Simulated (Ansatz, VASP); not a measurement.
**One calculation of Ti, two programs**

```xyz
1
Lattice="-1.6465 1.6465 1.6465 1.6465 -1.6465 1.6465 1.6465 1.6465 -1.6465" Properties=species:S:1:pos:R:3 pbc="T T T"
Ti    0.0000    0.0000    0.0000
```

Change from the starting cell: volume scaled by 1.01, PAW files.

Alike in both runs: task electric field gradients; functional PBE; k mesh 14 × 14 × 14; occupations fermi-dirac, width 0.05 eV; no spin polarisation.

|  | VASP | Ansatz |
| --- | --- | --- |
| version | VASP 6.6.1 | Ansatz 0.2.0 |
| potentials or method | VASP PAW PBE potentials, release 64 (Ti_sv) | PAW with Ansatz's default frozen-core files, scalar-relativistic |
| plane-wave cutoff (eV) | 520 | 420 |
| valence electrons in the cell | 12 | 12 |

|  | VASP | Ansatz | Ansatz less VASP |
| --- | --- | --- | --- |
| pressure (GPa) | -3.6 | -3.4 | +0.21 |

The functional is the same, so the differences come from potentials, cutoffs and numerics.
